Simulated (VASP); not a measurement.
Mg, 2 atoms in the cell. It takes space group P6_3/mmc (No. 194, hexagonal). Conventional cell: a = 3.133 Å, b = 3.133 Å, c = 5.085 Å, α = 90.00°, β = 90.00°, γ = 120.00°. Mg (site symmetry -6m2) has 12 Mg at 3.12 to 3.13 Å within 4.1 Å. 

| Item | Value |
| --- | --- |
| Program | VASP 6.6.1 |
| Task | single point |
| Functional | LDA |
| Potentials or basis | VASP PAW LDA potentials, release 64 (Mg) |
| Cutoff | 520 eV |
| k mesh | 12 × 12 × 6 |
| Occupations | fermi-dirac, width 0.1 eV |
| Spin | no spin polarisation |
| Dipole correction | no |
| Further INCAR settings | ALGO = Normal; EDIFF = 1e-06; NBANDS = 9 |

Potentials or basis: VASP PAW LDA potentials, release 64 (Mg).

Command:

```sh
$ cat potpaw_LDA.64/Mg/POTCAR > POTCAR
$ mpirun -np 1 vasp_std > vasp.out
```

Hardware: 1 thread of Intel(R) Xeon(R) Platinum 8488C (Sapphire Rapids) (shared host).

Q: How long does it take, and how much memory?

A: It took 14 s on 1 thread of Intel(R) Xeon(R) Platinum 8488C (Sapphire Rapids), with other jobs on the host, peak memory 0.15 GiB. Counts: scf iterations 9, k points 76.
